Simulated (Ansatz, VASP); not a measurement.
P: VASP beside Ansatz

The input INCAR:

```
SYSTEM = P
PREC = Accurate ; ENCUT = 520
EDIFF = 1E-7 ; ISMEAR = 0
SIGMA = 0.02 ; LREAL = .FALSE.
LASPH = .TRUE. ; NELM = 100
ALGO = Normal ; ISIF = 2
LWAVE = .FALSE. ; LCHARG = .FALSE.
LDIPOL = .TRUE. ; IDIPOL = 3
DIPOL = 0.5 0.5 0.500 ; GGA = PE
IVDW = 12 ; NBANDS = 12
```

The input KPOINTS:

```
regular mesh
0
G
  9 9 1
  0 0 0
```

File POSCAR:

```
P
1.0
    3.1980000000      0.0000000000      0.0000000000
   -1.5990000000      2.7695492413      0.0000000000
    0.0000000000      0.0000000000     28.0000000000
P
2
Direct
    0.3333333333      0.6666666667      0.5238214286
    0.6666666667      0.3333333333      0.4761785714
```

Input for Ansatz:

```yaml
crystal:
  lattice:
    - [3.198, 0.0, 0.0]
    - [-1.599, 2.7695492413, 0.0]
    - [0.0, 0.0, 28.0]
  atoms:
    - { symbol: P, position: [0.3333333333, 0.6666666667, 0.5238214286] }
    - { symbol: P, position: [0.6666666667, 0.3333333333, 0.4761785714] }
  periodic: [true, true, false]
basis:
  ecutwfc: 420
kpoints:
  mp_grid: { grid: [9, 9, 1] }
hamiltonian:
  xc: pbe
  dispersion: d3bj
scf:
  occupations: { method: gaussian, width: 0.02 }
output:
  forces: true
  stress: true
  eigenvalues: true
```

Alike in both runs: task single point; functional PBE; dispersion D3(BJ); k mesh 9 × 9 × 1; occupations gaussian, width 0.02 eV; no spin polarisation.

|  | VASP | Ansatz |
| --- | --- | --- |
| version | VASP 6.6.1 | Ansatz 0.2.0 |
| potentials or method | VASP PAW PBE potentials, release 64 (P), cutoff 520 eV | scalar-relativistic, plane waves, PAW |
| valence electrons in the cell | 10 | 10 |

```tsv
	VASP	Ansatz	Ansatz less VASP
gap on the k mesh at the Fermi level (eV)	1.12	1.14	+0.019
least direct gap on the mesh (eV)	2.53	2.49	-0.039
rms of the force components (eV/Å)	0.790	0.740	-0.0510
```

Atom by atom the forces differ by 0.051 eV/Å (rms over components).
